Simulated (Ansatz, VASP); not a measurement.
# Ir in VASP and in Ansatz

The input INCAR:

```
PREC     = Accurate       # precision mode
ENCUT    = 520            # plane-wave cutoff, eV
EDIFF    = 1E-6           # SCF threshold, eV
ISMEAR   = -1             # smearing method
SIGMA    = 0.05           # smearing width, eV
LREAL    = F              # projectors in reciprocal space
LASPH    = T              # aspherical terms in the spheres
NELM     = 150            # most SCF steps
ALGO     = Normal         # electronic algorithm
ISIF     = 2              # what is computed and relaxed
LWAVE    = F              # write WAVECAR
LCHARG   = T              # write CHGCAR
ISPIN    = 2              # spin polarisation
MAGMOM   = 1              # initial moments
LORBIT   = 11             # projections on sites
LMAXMIX  = 4              # l up to which the mixer works
GGA      = RP             # functional
LELF     = T              # ELF
LVHAR    = T            
NBANDS   = 14             # bands
```

File KPOINTS:

```
Automatic mesh
0
Gamma
  23 23 23
```

Contents of POSCAR:

```
Ir
1.0
    0.0000000000      1.9692082192      1.9692082192
    1.9692082192      0.0000000000      1.9692082192
    1.9692082192      1.9692082192      0.0000000000
Ir
1
Direct
    0.0000000000      0.0000000000      0.0000000000
```

Input for Ansatz:

```yaml
crystal:
  lattice:
    - [0.0, 1.9692082192, 1.9692082192]
    - [1.9692082192, 0.0, 1.9692082192]
    - [1.9692082192, 1.9692082192, 0.0]
  atoms:
    - { symbol: Ir, position: [0.0, 0.0, 0.0], spin: 1.0 }
hamiltonian:
  xc: rpbe
  pseudopotentials:
    kind: paw
    azcp:
      Ir: "pseudopotentials/Ir.paw.azcp"
basis:
  ecutwfc: 420
  fft_grid_basis: typed
kpoints:
  mp_grid: { grid: [23, 23, 23], shift: [0, 0, 0] }
magnetization:
  spin_polarized: true
scf:
  occupations: { method: fermi_dirac, width: 0.05 }
output:
  stress: true
```

Alike in both runs: task single point; functional RPBE; k mesh 23 × 23 × 23; occupations fermi-dirac, width 0.05 eV; collinear spin.

```csv
,VASP,Ansatz
version,VASP 6.6.1,Ansatz 0.2.0
potentials or method,"VASP PAW PBE potentials, release 64 (Ir), cutoff 520 eV","plane waves (420 eV) with PAW, scalar-relativistic"
valence electrons in the cell,9,17
```

VASP gave:

| Item | Value |
| --- | --- |
| pressure (GPa) | -11.8 |
| net moment per atom (μB) | 0.00 |

Problem. Estimate Ansatz's values.

Solution. Pressure (GPa): -12.0; net moment per atom (μB): 0.00.

VASP's potentials were made for PBE, not for RPBE. VASP's potentials hold 9 valence electrons a cell and Ansatz's 17, so a difference there can come from the potentials and not from the codes. Ansatz's warnings: seeded moment not kept.

Spin-orbit coupling is off throughout.
